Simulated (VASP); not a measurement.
# MnS (F-43m) in VASP: further runs, part 2 of 2

VASP 6.6.1. The steps go on from the part before.

## 4. Vibrations by perturbation theory, LDA (phonons at volume x 1.02)

INCAR reads:

```
PREC = Accurate
ENCUT = 520
EDIFF = 1E-8
ISMEAR = 0
SIGMA = 0.2
LREAL = F
LASPH = T
NELM = 80
ALGO = Normal
ISIF = 2
LWAVE = F
LCHARG = F
NBANDS = 16
IBRION = 8
NSW = 1
```

KPOINTS reads:

```
regular mesh
0
Gamma
  14 14 14
```

POSCAR reads:

```
MnS
1.0
    0.0000000000      2.4506076538      2.4506076538
    2.4506076538      0.0000000000      2.4506076538
    2.4506076538      2.4506076538      0.0000000000
Mn S
1 1
Direct
    0.0000000000      0.0000000000      0.0000000000
    0.7500000000      0.7500000000      0.7500000000
```

Potentials or basis: VASP PAW LDA potentials, release 64 (Mn_pv, S).

Started as:

```bash
> cat potpaw_LDA.64/Mn_pv/POTCAR potpaw_LDA.64/S/POTCAR > POTCAR
> mpirun -np 1 vasp_std > vasp.out
```

OUTCAR:

```text
PREC = Accurate
   ENCUT = 520
   EDIFF = 1E-8
   ISMEAR = 0
   LREAL = F
   LASPH = T
   NELM = 80
   ISIF = 2
   IBRION = 8
   NSW = 1

 ion  position               nearest neighbor table
   1  0.000  0.000  0.000-   2 2.12   2 2.12   2 2.12   2 2.12
   2  0.750  0.750  0.750-   1 2.12   1 2.12   1 2.12   1 2.12

  LATTYP: Found a face centered cubic cell.
 ALAT       =     4.9012153076

  Lattice vectors:

 A1 = (   0.0000000000,   2.4506076538,   2.4506076538)
 A2 = (   2.4506076538,   0.0000000000,   2.4506076538)
 A3 = (   2.4506076538,   2.4506076538,   0.0000000000)

Analysis of symmetry for initial positions (statically):
=====================================================================
 Subroutine PRICEL returns:
 Original cell was already a primitive cell.

 Routine SETGRP: Setting up the symmetry group for a
 face centered cubic supercell.

 Subroutine GETGRP returns: Found 24 space group operations
 (whereof 24 operations were pure point group operations)
 out of a pool of 48 trial point group operations.

The static configuration has the point symmetry T_d .

Analysis of symmetry for dynamics (positions and initial velocities):
=====================================================================
 Subroutine PRICEL returns:
 Original cell was already a primitive cell.

 Routine SETGRP: Setting up the symmetry group for a
 face centered cubic supercell.

 Subroutine GETGRP returns: Found 24 space group operations
 (whereof 24 operations were pure point group operations)
 out of a pool of 48 trial point group operations.

The dynamic configuration has the point symmetry T_d .

 Subroutine INISYM returns: Found 24 space group operations
 (whereof 24 operations are pure point group operations),
 and found     1 'primitive' translations

----------------------------------------------------------------------------------------

                                     Primitive cell

  volume of cell :      29.4341

  direct lattice vectors                    reciprocal lattice vectors
     0.000000000  2.450607654  2.450607654    -0.204031028  0.204031028  0.204031028
     2.450607654  0.000000000  2.450607654     0.204031028 -0.204031028  0.204031028
     2.450607654  2.450607654  0.000000000     0.204031028  0.204031028 -0.204031028

  length of vectors
     3.465682580  3.465682580  3.465682580     0.353392108  0.353392108  0.353392108

  position of ions in fractional coordinates (direct lattice)
     0.000000000  0.000000000  0.000000000
     0.750000000  0.750000000  0.750000000

  ion indices of the primitive-cell ions
   primitive index   ion index
                 1           1
                 2           2

[... 118 lines left out ...]
  free energy    TOTEN  =       -15.60957398 eV

  energy without entropy =      -15.56276939  energy(sigma->0) =      -15.58617168

 E-fermi :   7.5372     XC(G=0): -11.6894

 val. band max:        7.5224880493   @ k =  -0.2857   0.2143   0.0714
 cond. band min:       7.5543005690   @ k =  -0.3571   0.0714   0.0000
 fundamental gap:      0.0318125196
 Fermi energy:         7.5371684610

 k-point     1 :       0.0000    0.0000    0.0000
  band No.  band energies     occupation
      1     -39.7547      2.00000
      2     -39.7547      2.00000
      3     -39.7547      2.00000
      4      -7.7926      2.00000
      5       2.7631      2.00000
      6       2.7631      2.00000
[... 433 lines left out ...]
      3     -39.7588      2.00000
      4      -7.0556      2.00000
      5       1.7164      2.00000
      6       2.9333      2.00000
[... 8 lines left out ...]
     15      16.4685      0.00000
     16      17.2371      0.00000

 [... further k-points ...]
[... 5 lines left out ...]
  --------------------------------------------------------------------------------------
  -------------------------------------------------------------------------------------
  Total       -0.5247954     -0.5247954     -0.5247954      0.0000000     -0.0000000      0.0000000
  in kB      -28.5659899    -28.5659899    -28.5659899      0.0000000     -0.0000000      0.0000000
  external PRESSURE =     -28.5659899 kB  Pullay stress =       0.0000000 kB

 VOLUME and BASIS-vectors are now :
 -----------------------------------------------------------------------------
  energy-cutoff  :      520.00
  volume of cell :       29.43
      direct lattice vectors                 reciprocal lattice vectors
     0.000000000  2.450607654  2.450607654    -0.204031028  0.204031028  0.204031028
     2.450607654  0.000000000  2.450607654     0.204031028 -0.204031028  0.204031028
     2.450607654  2.450607654  0.000000000     0.204031028  0.204031028 -0.204031028

 POSITION                                       TOTAL-FORCE (eV/Angst)
 -----------------------------------------------------------------------------------
      0.00000      0.00000      0.00000        -0.000000     -0.000000     -0.000000
      3.67591      3.67591      3.67591         0.000000      0.000000      0.000000
 -----------------------------------------------------------------------------------
    total drift:                               -0.000000     -0.000000     -0.000001

  FREE ENERGIE OF THE ION-ELECTRON SYSTEM (eV)
  ---------------------------------------------------
  free  energy   TOTEN  =       -15.6095739809 eV

  energy  without entropy=      -15.5627693885  energy(sigma->0) =      -15.58617168

[... ionic steps 2 to 3 ...]

--------------------------------------- Ionic step        4  -------------------------------------------

------------------------ aborting loop because EDIFF is reached ----------------------------------------

[... ionic steps 5 to 6 ...]

--------------------------------------- Ionic step        7  -------------------------------------------

 Free energy of the ion-electron system (eV)
  ---------------------------------------------------
  ---------------------------------------------------
  free energy    TOTEN  =        -0.10030673 eV

  energy without entropy =       -0.10030673

------------------------ aborting loop because EDIFF is reached ----------------------------------------

 INTERNAL STRAIN TENSOR  FOR ION    2  DIRECTION 1   (eV/Angst):
 -----------------------------------------------------------------------------
    -0.00040  0.00000  0.00000
     0.00000  0.00144 14.10890
     0.00000 14.10890  0.00144

 INTERNAL STRAIN TENSOR FOR ION    2 for displacements in x,y,z  (eV/Angst):
          X           Y           Z          XY          YZ          ZX
  --------------------------------------------------------------------------------
  x    -0.00000     0.00000     0.00000     0.00000    14.10890     0.00000
  y    -0.00000    -0.00000    -0.00000     0.00000     0.00000    14.10890
  z     0.00000     0.00000    -0.00000    14.10890     0.00000     0.00000

 SECOND DERIVATIVES (NOT SYMMETRIZED)
 ------------------------------------
               1X          1Y          1Z          2X          2Y          2Z
  1X   -15.078246    0.000000    0.000000   15.078246    0.000000    0.000000
  1Y     0.000000  -15.078246    0.000000    0.000000   15.078246    0.000000
  1Z     0.000000    0.000000  -15.078246    0.000000    0.000000   15.078246
  2X    15.133162    0.000000    0.000000  -15.133162    0.000000    0.000000
  2Y     0.000000   15.133162    0.000000    0.000000  -15.133162    0.000000
  2Z     0.000000    0.000000   15.133162    0.000000    0.000000  -15.133162

 Eigenvectors and eigenvalues of the dynamical matrix
 ----------------------------------------------------

   1 f  =   13.506285 THz    84.862492 2PiTHz  450.521179 cm-1    55.857482 meV
             X         Y         Z           dx          dy          dz
      0.000000  0.000000  0.000000     0.000000    0.606393    0.000000
      3.675911  3.675911  3.675911     0.000000   -0.795165    0.000000
[... 21 lines left out ...]
   6 f/i=    0.011838 THz     0.074380 2PiTHz    0.394870 cm-1     0.048958 meV
             X         Y         Z           dx          dy          dz
      0.000000  0.000000  0.000000     0.000000    0.000000    0.795165
      3.675911  3.675911  3.675911     0.000000    0.000000    0.606393

--------------------------------------------------------------------------------------------------------

 ELASTIC MODULI CONTR FROM IONIC RELAXATION (kBar)
 Direction    XX          YY          ZZ          XY          YZ          ZX
 --------------------------------------------------------------------------------
 XX          -0.0000      0.0000      0.0000     -0.0000      0.0000      0.0000
 YY           0.0000     -0.0000      0.0000     -0.0000     -0.0000     -0.0000
 ZZ           0.0000      0.0000     -0.0000      0.0000     -0.0000      0.0000
 XY          -0.0000     -0.0000      0.0000   -662.4114      0.0000      0.0000
 YZ           0.0000     -0.0000     -0.0000      0.0000   -662.4114      0.0000
 ZX           0.0000     -0.0000      0.0000      0.0000      0.0000   -662.4114
 --------------------------------------------------------------------------------
```

stdout:

```text
POSCAR found type information on POSCAR MnS
 POSCAR found :  2 types and       2 ions
 scaLAPACK will be used
 LDA part: xc-table for (Slater(with rela. corr.)+CA(PZ))
 , standard interpolation
 POSCAR, INCAR and KPOINTS ok, starting setup
 FFT: planning ... GRIDC
 FFT: planning ... GRID_SOFT
 FFT: planning ... GRID
 WAVECAR not read
 entering main loop
 Linear response reoptimize wavefunctions to high precision
 Linear response DOF=           2
 Linear response progress:
 first order change of Fermi-energy   0.87871E-03
 force on displaced ion       1 direction 1 : -15.078   0.000   0.000
 Linear response progress:
 first order change of Fermi-energy  -0.49274E-03
 force on displaced ion       2 direction 1 : -15.133  -0.000  -0.000
 Linear response finished
```

Wall time 6.7 min (1 thread of Intel Xeon Platinum 8488C (Sapphire Rapids), shared host); peak memory 0.5 GiB.

Results:

| Item | Value |
| --- | --- |
| Highest phonon frequency at Γ, LO-TO splitting left out | 451 cm⁻¹ |

Phonon frequencies in cm⁻¹ (negative: imaginary):
```
              q point        frequencies
(0.000, 0.000, 0.000)  0 0 0 451 451 451
```

Caveat: the cell differs from its parent crystal (phonons at volume x 1.02); the cell wasn't relaxed at this level first, which shifts response properties; the run has no spin polarisation, though such a crystal can be magnetic.
